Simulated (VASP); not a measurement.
# TaN (R-3m) in VASP: a series of runs, part 2 of 2

VASP 6.6.1.

### Step 4. Single point, PBEsol (10.47 Å³/atom)

This run uses another cell than the first one, of 10.47 Å³/atom.

The input, INCAR:

```
SYSTEM = TaN
PREC = Accurate
ENCUT = 700
EDIFF = 1E-6
ISMEAR = 0
SIGMA = 0.15
LREAL = .FALSE.
LASPH = .TRUE.
NELM = 120
ALGO = Normal
ISIF = 2
LWAVE = .FALSE.
LCHARG = .TRUE.
GGA = PS
LELF = .TRUE.
LVHAR = .TRUE.
NBANDS = 16
GGA_COMPAT = .FALSE.
```

The input, KPOINTS:

```
regular mesh
0
G
  20 20 20
  0 0 0
```

The input, POSCAR:

```
TaN
1.0
    0.0893201240      2.2330031011      2.2330031011
    2.2330031011      0.0893201240      2.2330031011
    2.2330031011      2.2330031011      0.0893201240
Ta N
1 1
Direct
    0.5000000000      0.5000000000      0.5000000000
    0.0000000000      0.0000000000      0.0000000000
```

Potentials or basis: VASP PAW PBE potentials, release 64 (Ta_sv_GW, N).

On the command line:

```
cat potpaw_PBE.64/Ta_sv_GW/POTCAR potpaw_PBE.64/N/POTCAR > POTCAR
mpirun -np 1 vasp_std > vasp.out
```

OUTCAR:

```text
SYSTEM = TaN
   PREC = Accurate
   ENCUT = 700
   EDIFF = 1E-6
   ISMEAR = 0
   LREAL = .FALSE.
   LASPH = .TRUE.
   NELM = 120
   ISIF = 2
   GGA = PS

 ion  position               nearest neighbor table
   1  0.500  0.500  0.500-   2 2.19   2 2.19   2 2.19   2 2.19   2 2.19   2 2.19
   2  0.000  0.000  0.000-   1 2.19   1 2.19   1 2.19   1 2.19   1 2.19   1 2.19

  LATTYP: Found a trigonal (rhomboedric) cell.
 ALAT       =     3.1592061952
 COS(alpha) =     0.5395683453

  Lattice vectors:

 A1 = (   0.0893201240,   2.2330031011,   2.2330031011)
 A2 = (   2.2330031011,   0.0893201240,   2.2330031011)
 A3 = (   2.2330031011,   2.2330031011,   0.0893201240)

Analysis of symmetry for initial positions (statically):
=====================================================================
 Subroutine PRICEL returns:
 Original cell was already a primitive cell.

 Routine SETGRP: Setting up the symmetry group for a
 trigonal (rhombohedral) supercell.

 Subroutine GETGRP returns: Found 12 space group operations
 (whereof 12 operations were pure point group operations)
 out of a pool of 12 trial point group operations.

The static configuration has the point symmetry D_3d.

[... 160 lines left out ...]
 E-fermi :  13.8313     XC(G=0): -14.0506

 val. band max:       13.8313317591   @ k =   0.5000   0.3000   0.2500
 cond. band min:      13.8326980333   @ k =  -0.4500   0.4500   0.3500
 fundamental gap:      0.0013662742
 Fermi energy:        13.8313428425

 k-point     1 :       0.0000    0.0000    0.0000
  band No.  band energies     occupation
      1     -55.6023      2.00000
      2     -21.8725      2.00000
      3     -21.7239      2.00000
      4     -21.7239      2.00000
      5      -5.0251      2.00000
      6       9.8211      2.00000
[... 433 lines left out ...]
      3     -21.9149      2.00000
      4     -21.8458      2.00000
      5      -2.5126      2.00000
      6       4.3668      2.00000
[... 8 lines left out ...]
     15      26.0571      0.00000
     16      27.4420      0.00000

 [... further k-points ...]

------------------------ aborting loop because EDIFF is reached ----------------------------------------

  FORCE on cell =-STRESS in cart. coord.  units (eV):
  Direction    XX          YY          ZZ          XY          YZ          ZX
  --------------------------------------------------------------------------------------
  -------------------------------------------------------------------------------------
  Total        0.0554512      0.0554512      0.0554512     -0.3257367     -0.3257367     -0.3257367
  in kB        4.2440535      4.2440535      4.2440535    -24.9308226    -24.9308226    -24.9308226
  external PRESSURE =       4.2440535 kB  Pullay stress =       0.0000000 kB

 VOLUME and BASIS-vectors are now :
 -----------------------------------------------------------------------------
  energy-cutoff  :      700.00
  volume of cell :       20.93
      direct lattice vectors                 reciprocal lattice vectors
     0.089320124  2.233003101  2.233003101    -0.237816845  0.228670043  0.228670043
     2.233003101  0.089320124  2.233003101     0.228670043 -0.237816845  0.228670043
     2.233003101  2.233003101  0.089320124     0.228670043  0.228670043 -0.237816845

 POSITION                                       TOTAL-FORCE (eV/Angst)
 -----------------------------------------------------------------------------------
      2.27766      2.27766      2.27766        -0.000000      0.000000     -0.000000
      0.00000      0.00000      0.00000         0.000000     -0.000000      0.000000
 -----------------------------------------------------------------------------------
    total drift:                                0.000000      0.000000      0.000000

  FREE ENERGIE OF THE ION-ELECTRON SYSTEM (eV)
  ---------------------------------------------------
  free  energy   TOTEN  =       -25.7458631820 eV

  energy  without entropy=      -25.7358279121  energy(sigma->0) =      -25.74084555
```

OSZICAR:

```text
N       E                     dE             d eps       ncg     rms          rms(c)
DAV:   1     0.131782192617E+03    0.13178E+03   -0.13351E+04 25080   0.145E+03
DAV:   2    -0.236812602569E+02   -0.15546E+03   -0.14926E+03 36448   0.375E+02
DAV:   3    -0.295630841522E+02   -0.58818E+01   -0.58652E+01 29888   0.654E+01
DAV:   4    -0.296995059808E+02   -0.13642E+00   -0.13642E+00 36296   0.695E+00
DAV:   5    -0.297022795983E+02   -0.27736E-02   -0.27736E-02 30232   0.676E-01    0.493E+01
DAV:   6    -0.259083411187E+02    0.37939E+01   -0.81539E+00 31208   0.264E+01    0.490E+01
DAV:   7    -0.257983518955E+02    0.10999E+00   -0.45642E-01 26224   0.585E+00    0.245E+01
DAV:   8    -0.257472316626E+02    0.51120E-01   -0.14217E-01 32352   0.309E+00    0.161E+00
DAV:   9    -0.257459653533E+02    0.12663E-02   -0.42189E-03 29616   0.629E-01    0.511E-01
DAV:  10    -0.257458747286E+02    0.90625E-04   -0.13948E-03 26872   0.374E-01    0.112E-01
DAV:  11    -0.257458744161E+02    0.31246E-06   -0.91196E-05 30056   0.981E-02    0.127E-01
DAV:  12    -0.257458629507E+02    0.11465E-04   -0.20151E-05 31640   0.433E-02    0.659E-03
DAV:  13    -0.257458631820E+02   -0.23134E-06   -0.18205E-06 22896   0.106E-02
   1 F= -.25745863E+02 E0= -.25740846E+02  d E =-.100353E-01
```

Run time: 2.9 min. Hardware: 1 thread of Intel Xeon Platinum 8559C (Emerald Rapids), shared host; peak memory 0.54 GiB.

What came out:

```
Free energy            : -25.7459 eV
Pressure               : 0.4 GPa
Band gap on the k mesh : zero (bands 9 and 10 overlap by 3.51 eV)
```

Stress tensor (GPa, compression positive):
```
 0.42 -2.49 -2.49
-2.49  0.42 -2.49
-2.49 -2.49  0.42
```

Caveat: the PAW data sets were made with another functional, which shifts forces and pressure a little; spin-orbit coupling is left out, which moves the levels of the heavy elements.

### Step 5. Summary

| cell | gap on the mesh (eV) | pressure (GPa) |
| --- | --- | --- |
| a = 3.187 Å, angles 57.3°, 2 atoms | none | -8.5 |
| a = 3.034 Å, angles 62.7°, 2 atoms | none | 0.4 |
| a = 3.159 Å, angles 57.3°, 2 atoms | none | 0.4 |

Alike in all rows: task single point; level PBEsol; potentials or basis VASP PAW PBE potentials, release 64 (Ta_sv_GW, N); no spin polarisation; k mesh 20 × 20 × 20; cutoff (eV) 700; smearing gaussian 0.15 eV.

Caveats: the PAW data sets were made with another functional, which shifts forces and pressure a little; spin-orbit coupling is left out, which moves the levels of the heavy elements; the cell stands under tension (at least some runs).

Absolute energies hang on the potentials; compare differences alone.
